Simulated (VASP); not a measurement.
B, 1 atom in the cell. It takes space group Cmmm (No. 65, orthorhombic). The conventional cell has a = 1.638 Å, b = 3.308 Å, c = 3.567 Å, α = 90.00°, β = 90.00°, γ = 90.00°. B (site symmetry mmm) has 6 B at 1.64 to 1.85 Å within 2.2 Å. 

- Program: VASP 6.6.1
- Task: single point
- Functional: PBE
- Potentials or basis: VASP PAW PBE potentials, release 64 (B)
- Cutoff: 520 eV
- k mesh: 10 × 10 × 6
- Occupations: gaussian, width 0.1 eV
- Spin: no spin polarisation
- Dipole correction: no
- Further INCAR settings: ALGO = Normal; EDIFF = 1e-06; NBANDS = 8

Potentials or basis: VASP PAW PBE potentials, release 64 (B).

Run with:

```sh
$ cat potpaw_PBE.64/B/POTCAR > POTCAR
$ mpirun -np 1 vasp_std > vasp.out
```

Hardware: 1 thread of Intel(R) Xeon(R) Platinum 8375C CPU @ 2.90GHz (Ice Lake), on a shared host.

How long does it take, and how much memory?

It took 6.6 s on 1 thread of Intel(R) Xeon(R) Platinum 8375C CPU @ 2.90GHz (Ice Lake) (shared host), peak memory 0.12 GiB. Counts: scf iterations 12, k points 124.
